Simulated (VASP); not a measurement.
A run of VASP 6.6.1 is set up as follows.

Contents of INCAR:

```
PREC = Accurate ; ENCUT = 520
EDIFF = 1E-6 ; ISMEAR = 0
SIGMA = 0.1 ; LREAL = False
LASPH = True ; NELM = 100
ALGO = Normal ; ISIF = 2
LWAVE = False ; LCHARG = True
GGA = PE ; IVDW = 12
LELF = True ; LVHAR = True
NBANDS = 25
```

KPOINTS

```
regular mesh
0
Gamma
  12 12 4
```

Contents of POSCAR:

```
TeAs2
1.0
    4.0358922854      0.0000000000      0.0000000000
   -2.0179461427      3.4951852461      0.0000000000
    0.0000000000      0.0000000000     11.5922880361
Te As
2 4
Direct
    0.0000000000      0.0000000000      0.0000000000
    0.0000000000      0.0000000000      0.5000000000
    0.3333333333      0.6666666667      0.1467563190
    0.6666666667      0.3333333333      0.8532436810
    0.3333333333      0.6666666667      0.3532436810
    0.6666666667      0.3333333333      0.6467563190
```

Potentials or basis: VASP PAW PBE potentials, release 64 (Te, As).

Command:

```sh
$ cat potpaw_PBE.64/Te/POTCAR potpaw_PBE.64/As/POTCAR > POTCAR
$ mpirun -np 1 vasp_std > vasp.out
```

Problem. Estimate the pressure.

Solution. 0.1 GPa.

Problem. Estimate the band gap on the k mesh.

Solution. Zero (band 16 reaches 6.23 eV, above the bottom of band 17 at 4.47 eV).

Problem. What does it give for the largest force?

Solution. 0.034 eV/Å.

Problem. What does it give for the dispersion energy per atom?

Solution. -0.390 eV.

Forces on the atoms (eV/Å):
```
Te   0.000  0.000  0.000
Te   0.000  0.000  0.000
As   0.000  0.000 -0.034
As   0.000  0.000  0.034
As   0.000  0.000  0.034
As   0.000  0.000 -0.034
```

Caveat: spin-orbit coupling is left out, which moves the levels of the heavy elements; pairwise dispersion overbinds metals, which lowers pressure and volume.
